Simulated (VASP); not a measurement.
## Ru2RhAu2: single point with PBE

Ru2RhAu2:

```
Ru Rh Au
1.0
     4.12815   -2.39210   -4.50766
     4.24295   -2.44786    4.64546
    -1.40258   -7.27277    0.02733
Ru Rh Au
8 4 8
Direct
  0.44528 0.69836 0.39884
  0.83700 0.07001 0.80669
  0.74451 0.97341 0.18929
  0.54468 0.79383 0.99986
  0.55982 0.31270 0.58922
  0.16789 0.89773 0.19443
  0.94506 0.72469 0.99539
  0.65895 0.43170 0.20683
  0.62678 0.89631 0.61407
  0.33806 0.61015 0.78932
  0.06588 0.81322 0.60839
  0.25706 0.00164 0.80816
  0.14397 0.38632 0.60444
  0.93000 0.17341 0.40360
  0.24184 0.49705 0.19372
  0.03212 0.28926 0.00501
  0.85641 0.62096 0.40260
  0.36951 0.10460 0.39509
  0.75174 0.51132 0.80159
  0.46325 0.20838 0.99348
```

| Quantity | Value |
| --- | --- |
| Program | VASP 6.6.1 |
| Task | single point |
| Functional | PBE |
| Potentials or basis | VASP PAW PBE potentials, release 64 (Ru_pv, Rh_pv, Au) |
| Cutoff | 520 eV |
| k mesh | 2 × 2 × 2, shifted |
| Occupations | gaussian, width 0.1 eV |
| Spin | no spin polarisation |

```yaml
Pressure: -0.2 GPa
Largest_force: 0.041 eV/Å
Band_gap_on_the_k_mesh: zero (bands 130 and 131 overlap by 0.04 eV)
```

Forces in eV/Å, atoms in the order of the input:
```
Ru  -0.005 -0.002  0.010
Ru   0.012 -0.007  0.014
Ru  -0.014 -0.003 -0.021
Ru  -0.019  0.014 -0.016
Ru   0.005  0.017 -0.009
Ru  -0.001 -0.006 -0.003
Ru  -0.001 -0.023 -0.034
Ru   0.017 -0.007  0.017
Rh   0.002  0.014  0.002
Rh   0.001 -0.008 -0.015
Rh  -0.001  0.017  0.008
Rh   0.003 -0.001  0.022
Au  -0.006  0.004  0.001
Au   0.004 -0.002  0.004
Au   0.008  0.001  0.010
Au  -0.007 -0.004  0.006
Au  -0.004 -0.006 -0.006
Au   0.008 -0.006  0.007
Au   0.000  0.010  0.000
Au  -0.003 -0.002  0.002
```

Levels at points of the mesh, in eV from the Fermi level:
```csv
k point,band 126,band 127,band 128,band 129,band 130,band 131,band 132,band 133,band 134,band 135
"(0.25, 0.25, 0.25)",-0.39,-0.27,-0.22,-0.16,0.01,0.07,0.16,0.24,0.26,0.36
```

Wall time 8.1 min on 1 thread of Intel(R) Xeon(R) Platinum 8488C (Sapphire Rapids) (shared host), peak memory 0.44 GiB.

Caveat: the k points lie up to 0.49 Å⁻¹ apart; spin-orbit coupling is left out, which moves the levels of the heavy elements.
